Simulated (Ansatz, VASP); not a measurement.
# BP: VASP beside Ansatz

File INCAR:

```
SYSTEM = BP
PREC = Accurate
ENCUT = 520
EDIFF = 1E-6
ISMEAR = 0
SIGMA = 0.05
LREAL = .False.
LASPH = .True.
NELM = 100
ALGO = Normal
ISIF = 2
LWAVE = .False.
LCHARG = .True.
GGA = RP
LELF = .True.
LVHAR = .True.
NBANDS = 11
```

The input KPOINTS:

```
Automatic mesh
0
Gamma
  8 8 8
  0 0 0
```

Contents of POSCAR:

```
BP
1.0
    0.0000000000      2.3027024430      2.3027024430
    2.3027024430      0.0000000000      2.3027024430
    2.3027024430      2.3027024430      0.0000000000
B P
1 1
Direct
    0.0000000000      0.0000000000      0.0000000000
    0.7500000000      0.7500000000      0.7500000000
```

Input for Ansatz:

```yaml
crystal:
  lattice:
    - [0.0, 2.302702443, 2.302702443]
    - [2.302702443, 0.0, 2.302702443]
    - [2.302702443, 2.302702443, 0.0]
  atoms:
    - { symbol: B, position: [0.0, 0.0, 0.0] }
    - { symbol: P, position: [0.75, 0.75, 0.75] }
basis:
  ecutwfc: 420
  ecutrho_ratio: 4
kpoints:
  mp_grid: { grid: [8, 8, 8] }
hamiltonian:
  xc: rpbe
scf:
  occupations: { method: gaussian, width: 0.05 }
output:
  forces: true
  stress: true
  eigenvalues: true
```

Alike in both runs: task single point; functional RPBE; k mesh 8 × 8 × 8; occupations gaussian, width 0.05 eV; no spin polarisation.

|  | VASP | Ansatz |
| --- | --- | --- |
| version | VASP 6.6.1 | Ansatz 0.2.0 |
| potentials or method | VASP PAW PBE potentials, release 64 (B, P), cutoff 520 eV | scalar-relativistic, plane waves, PAW |
| valence electrons in the cell | 8 | 8 |

```tsv
	VASP	Ansatz	Ansatz less VASP
gap on the k mesh at the Fermi level (eV)	1.34	1.36	+0.014
least direct gap on the mesh (eV)	3.33	3.34	+0.011
pressure (GPa)	-3.4	-3.0	+0.40
```

VASP's potentials were made for PBE, not for RPBE.
